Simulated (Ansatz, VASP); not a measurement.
**AlN in VASP and in Ansatz**

Contents of POSCAR:

```
AlN
1.0
    4.3698012523      0.0000000000      0.0000000000
    0.0000000000      2.1849006262     -2.1849006262
    0.0000000000      6.5547018785      6.5547018785
Al N
6 6
Direct
    0.0000000000      0.0000000000      0.3333333333
    0.5000000000      0.5000000000      0.5000000000
    0.0000000000      0.0000000000      0.6666666667
    0.5000000000      0.5000000000      0.8333333333
    0.0000000000      0.0000000000      1.0000000000
    0.5000000000      0.5000000000      0.1666666667
    0.7500000000      0.0000000000      0.5000000000
    0.2500000000      0.5000000000      0.6666666667
    0.7500000000      0.0000000000      0.8333333333
    0.2500000000      0.5000000000      1.0000000000
    0.7500000000      0.0000000000      0.1666666667
    0.2500000000      0.5000000000      0.3333333333
```

File INCAR.step1:

```
PREC = Accurate ; ENCUT = 520
ISMEAR = 0 ; SIGMA = 0.05
LREAL = False ; LASPH = True
NELM = 60 ; NBANDS = 36
GGA = PE ; ALGO = Normal
EDIFF = 1E-4 ; LWAVE = True
LCHARG = False
```

The input INCAR.step2:

```
PREC = Accurate ; ENCUT = 520
EDIFF = 1E-6 ; ISMEAR = 0
SIGMA = 0.05 ; LREAL = False
LASPH = True ; NELM = 60
ALGO = Normal ; ISIF = 2
LWAVE = False ; LCHARG = True
METAGGA = R2SCAN ; LMIXTAU = True
LELF = True ; LVHAR = True
NBANDS = 36 ; ISTART = 1
```

Contents of KPOINTS:

```
regular mesh
0
Gamma
  5 7 3
```

Input for Ansatz:

```yaml
crystal:
  lattice:
    - [4.3698012523, 0.0, 0.0]
    - [0.0, 2.1849006262, -2.1849006262]
    - [0.0, 6.5547018785, 6.5547018785]
  atoms:
    - { symbol: Al, position: [0.0, 0.0, 0.3333333333] }
    - { symbol: Al, position: [0.5, 0.5, 0.5] }
    - { symbol: Al, position: [0.0, 0.0, 0.6666666667] }
    - { symbol: Al, position: [0.5, 0.5, 0.8333333333] }
    - { symbol: Al, position: [0.0, 0.0, 1.0] }
    - { symbol: Al, position: [0.5, 0.5, 0.1666666667] }
    - { symbol: "N", position: [0.75, 0.0, 0.5] }
    - { symbol: "N", position: [0.25, 0.5, 0.6666666667] }
    - { symbol: "N", position: [0.75, 0.0, 0.8333333333] }
    - { symbol: "N", position: [0.25, 0.5, 1.0] }
    - { symbol: "N", position: [0.75, 0.0, 0.1666666667] }
    - { symbol: "N", position: [0.25, 0.5, 0.3333333333] }
basis:
  ecutwfc: 500
kpoints:
  mp_grid: { grid: [5, 7, 3] }
hamiltonian:
  xc: r2scan
scf:
  occupations: { method: gaussian, width: 0.05 }
output:
  forces: true
  stress: true
  eigenvalues: true
  write_density: true
  write_potential: true
  elf: true
  volumetric_format: npy
```

Alike in both runs: task single point; functional r2SCAN; k mesh 5 × 7 × 3; occupations gaussian, width 0.05 eV; no spin polarisation.

```csv
,VASP,Ansatz
version,VASP 6.6.1,Ansatz 0.2.0
potentials or method,"VASP PAW PBE potentials, release 64 (Al, N), cutoff 520 eV","scalar-relativistic, plane waves, PAW"
valence electrons in the cell,48,48
```

VASP gave:

```
gap on the k mesh at the Fermi level (eV) : 3.93
least direct gap on the mesh (eV)         : 3.93
pressure (GPa)                            : -0.4
```

Question: Estimate Ansatz's values.

Answer: gap on the k mesh at the Fermi level (eV): 3.94; least direct gap on the mesh (eV): 3.94; pressure (GPa): 0.0.

VASP's potentials were made for PBE, not for r2SCAN.
